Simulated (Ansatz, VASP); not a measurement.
# One calculation of ZnAu, two programs

```
CELL_PARAMETERS angstrom
3.14700 0.00000 0.00000
0.00000 3.14700 0.00000
0.00000 0.00000 3.14700
ATOMIC_POSITIONS crystal
Zn 0.50000 0.50000 0.50000
Au 0.00000 0.00000 0.00000
```

Alike in both runs: task single point; functional PBEsol; k mesh 13 × 13 × 13; occupations fermi-dirac, width 0.05 eV; no spin polarisation.

|  | VASP | Ansatz |
| --- | --- | --- |
| version | VASP 6.6.1 | Ansatz 0.2.0 |
| potentials or method | VASP PAW PBE potentials, release 64 (Zn, Au), cutoff 520 eV | all-electron LAPW, scalar-relativistic |

Ansatz gave:

```
pressure (GPa) : -2.4
```

Q: Estimate VASP's values.

A: Pressure (GPa): -2.2.

VASP's potentials were made for PBE, not for PBEsol. Ansatz ran all-electron here, and VASP with PAW potentials.

Neither program's run includes spin-orbit coupling.
